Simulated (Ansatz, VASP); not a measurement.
**One calculation of Ga, two programs**

```
CELL_PARAMETERS angstrom
0.00000 2.10320 2.10320
2.10320 0.00000 2.10320
2.10320 2.10320 0.00000
ATOMIC_POSITIONS crystal
Ga 0.00000 0.00000 0.00000
```

Change from the starting cell: volume scaled by 0.98, PAW files.

Alike in both runs: task electric field gradients; functional PBE; k mesh 17 × 17 × 17; occupations fermi-dirac, width 0.05 eV; no spin polarisation.

```csv
,VASP,Ansatz
version,VASP 6.6.1,Ansatz 0.2.0
potentials or method,"VASP PAW PBE potentials, release 64 (Ga_d)","PAW with Ansatz's default frozen-core files, scalar-relativistic"
plane-wave cutoff (eV),520,420
valence electrons in the cell,13,13
```

|  | VASP | Ansatz | Ansatz less VASP |
| --- | --- | --- | --- |
| pressure (GPa) | 1.1 | 1.0 | -0.09 |
